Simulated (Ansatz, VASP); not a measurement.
**One calculation of MnO, two programs**

INCAR

```
PREC = Accurate
ENCUT = 520
EDIFF = 1E-7
ISMEAR = -1
SIGMA = 0.05
LREAL = False
LASPH = True
NELM = 150
ALGO = Normal
ISIF = 2
LWAVE = False
LCHARG = False
ISPIN = 2
MAGMOM = 5 0
LORBIT = 11
LMAXMIX = 4
GGA = PE
NBANDS = 20
```

File KPOINTS:

```
regular mesh
0
Gamma
  10 10 10
```

Contents of POSCAR:

```
MnO
1.0
    2.6178348084      0.0000000000      0.0000000000
    0.0000000000      2.6178348084      0.0000000000
    0.0000000000      0.0000000000      2.6178348084
Mn O
1 1
Direct
    0.0000000000      0.0000000000      0.0000000000
    0.5000000000      0.5000000000      0.5000000000
```

The input input.yaml:

```yaml
crystal:
  lattice:
    - [2.6178348084, 0.0, 0.0]
    - [0.0, 2.6178348084, 0.0]
    - [0.0, 0.0, 2.6178348084]
  atoms:
    - { symbol: Mn, position: [0.0, 0.0, 0.0], spin: 5.0 }
    - { symbol: O, position: [0.5, 0.5, 0.5] }
kpoints:
  mp_grid: { grid: [10, 10, 10] }
scf:
  occupations: { method: fermi_dirac, width: 0.05 }
hamiltonian:
  xc: pbe
  pseudopotentials: { kind: all_electron, lapw: { basis_error: 0.0005 } }
magnetization:
  spin_polarized: true
output:
  forces: true
  stress: true
  eigenvalues: true
```

Change from the starting cell: volume scaled by 0.94.

Alike in both runs: task single point; functional PBE; k mesh 10 × 10 × 10; occupations fermi-dirac, width 0.05 eV; collinear spin.

```csv
,VASP,Ansatz
version,VASP 6.6.1,Ansatz 0.2.0
potentials or method,"VASP PAW PBE potentials, release 64 (Mn_pv, O), cutoff 520 eV","all-electron LAPW, scalar-relativistic"
```

|  | VASP | Ansatz | Ansatz less VASP |
| --- | --- | --- | --- |
| gap on the k mesh at the Fermi level (eV) | none | none | - |
| pressure (GPa) | 8.9 | 8.5 | -0.39 |
| net moment per atom (μB) | 1.81 | 1.81 | -0.002 |
| size of the moment on the site where the two differ most (μB) | 0.05 | 0.07 | +0.019 |

Site moments also hang on the region over which each program counts them. A gap of «none» marks a metal or a gap that the smearing closes. Ansatz ran all-electron here, and VASP with PAW potentials.
